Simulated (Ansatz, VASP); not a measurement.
## WS2 in VASP and in Ansatz

File INCAR:

```
  PREC = Accurate
  ENCUT = 520
  EDIFF = 1E-7
  ISMEAR = -1
  SIGMA = 0.05
  LREAL = F
  LASPH = T
  NELM = 150
  ALGO = Normal
  ISIF = 2
  LWAVE = F
  LCHARG = F
  MAGMOM = 0 0 0 0 0 0 0 0 0
  LORBIT = 11
  LSORBIT = T
  GGA_COMPAT = F
  LORBMOM = T
  LMAXMIX = 4
  GGA = PS
  NBANDS = 39
```

The input KPOINTS:

```
Automatic mesh
0
Gamma
  7 7 2
```

File POSCAR:

```
WS2
1.0
    3.1835163552      0.0000000000      0.0000000000
   -1.5917581776      2.7570060369      0.0000000000
    0.0000000000      0.0000000000     16.9505778900
W S
1 2
Direct
    0.0000000000      0.0000000000      0.0000000000
    0.3333333333      0.6666666667      0.0920005100
    0.3333333333      0.6666666667      0.9079994900
```

The input input.yaml:

```yaml
crystal:
  lattice:
    - [3.1835163552, 0.0, 0.0]
    - [-1.5917581776, 2.7570060369, 0.0]
    - [0.0, 0.0, 16.95057789]
  atoms:
    - { symbol: W, position: [0.0, 0.0, 0.0] }
    - { symbol: S, position: [0.3333333333, 0.6666666667, 0.09200051] }
    - { symbol: S, position: [0.3333333333, 0.6666666667, 0.90799949] }
hamiltonian:
  xc: pbesol
  pseudopotentials: { kind: paw_fr }
magnetization:
  noncollinear: true
  spin_orbit: true
kpoints:
  mp_grid: { grid: [7, 7, 2] }
  band_path:
    path:
      - [[0.0, 0.0, 0.0], [0.5, 0.0, 0.0], [0.3333333333, 0.3333333333, 0.0], [0.0, 0.0, 0.0], [0.0, 0.0, 0.5], [0.5, 0.0, 0.5], [0.3333333333, 0.3333333333, 0.5], [0.0, 0.0, 0.5]]
      - [[0.5, 0.0, 0.5], [0.5, 0.0, 0.0]]
      - [[0.3333333333, 0.3333333333, 0.0], [0.3333333333, 0.3333333333, 0.5]]
    npoints: 14
scf:
  occupations: { method: fermi_dirac, width: 0.05 }
  n_extra_bands: 7
output:
  forces: true
  stress: true
  eigenvalues: true
  fatbands: true
  write_density: true
  write_potential: true
  elf: true
  volumetric_format: npy
```

Alike in both runs: functional PBEsol; k mesh 7 × 7 × 2; occupations fermi-dirac, width 0.05 eV; non-collinear spin, spin-orbit coupling.

|  | VASP | Ansatz |
| --- | --- | --- |
| version | VASP 6.6.1 | Ansatz 0.2.0 |
| potentials or method | VASP PAW PBE potentials, release 64 (W_sv, S) | Ansatz PAW |
| plane-wave cutoff (eV) | 520 | 420 |
| valence electrons in the cell | 26 | 26 |
| task | single point | band structure |

```csv
,VASP,Ansatz,Ansatz less VASP
rms of the force components (eV/Å),0.039,0.062,+0.0227
```

VASP's potentials were made for PBE, not for PBEsol. Atom by atom the forces differ by 0.023 eV/Å (rms over components).
